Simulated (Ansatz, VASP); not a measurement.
## In3B2As: VASP beside Ansatz

```
CELL_PARAMETERS angstrom
4.98115 0.00000 0.00000
-2.49058 4.31381 0.00000
0.00000 0.00000 5.89938
ATOMIC_POSITIONS crystal
In 0.00000 0.00000 0.00000
In 0.33333 0.66667 0.50000
In 0.33333 0.66667 0.00000
B 0.66667 0.33333 0.86281
B 0.66667 0.33333 0.13719
As 0.00000 0.00000 0.50000
```

Change from the starting cell: species swapped into the Sr2AlGa3 type (P-6m2, No. 187).

Alike in both runs: functional PBE; k mesh 6 × 6 × 4; occupations gaussian, width 0.1 eV; no spin polarisation.

Ansatz relaxed the structure, and its values are those at the end. VASP's run is a single point on that final structure, the one shown.

|  | VASP | Ansatz |
| --- | --- | --- |
| version | VASP 6.6.1 | Ansatz 0.2.0 |
| potentials or method | VASP PAW PBE potentials, release 64 (In_d, B, As), cutoff 520 eV | scalar-relativistic, plane waves, PAW |
| valence electrons in the cell | 50 | 60 |

```csv
,VASP,Ansatz,Ansatz less VASP
gap on the k mesh at the Fermi level (eV),none,none,-
pressure (GPa),0.0,0.0,+0.01
rms of the force components (eV/Å),0.006,0.001,-0.0050
```

A gap of «none» marks a metal or a gap that the smearing closes. VASP's potentials hold 50 valence electrons a cell and Ansatz's 60, so a difference there can come from the potentials and not from the codes.
